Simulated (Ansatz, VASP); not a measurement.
Two plane-wave programs on WC

```
W C
1.0
     2.90650    0.00000    0.00000
    -1.45325    2.51710    0.00000
     0.00000    0.00000    2.83660
W C
1 1
Direct
  0.00000 0.00000 0.00000
  0.66667 0.33333 0.50000
```

Alike in both runs: task single point; functional PBE; k mesh 18 × 18 × 14; occupations gaussian, width 0.1 eV; no spin polarisation.

```csv
,VASP,Ansatz
version,VASP 6.6.1,Ansatz 0.2.0
potentials or method,"VASP PAW PBE potentials, release 64 (W_sv, C), cutoff 520 eV","scalar-relativistic, plane waves, PAW"
valence electrons in the cell,18,18
```

|  | VASP | Ansatz | Ansatz less VASP |
| --- | --- | --- | --- |
| gap on the k mesh at the Fermi level (eV) | none | none | - |
| pressure (GPa) | 6.7 | 5.6 | -1.12 |
| traceless stress, the component that is largest in VASP (GPa) | 0.03 | -0.17 | -0.201 |

A gap of «none» marks a metal or a gap that the smearing closes.

Neither program's run includes spin-orbit coupling.
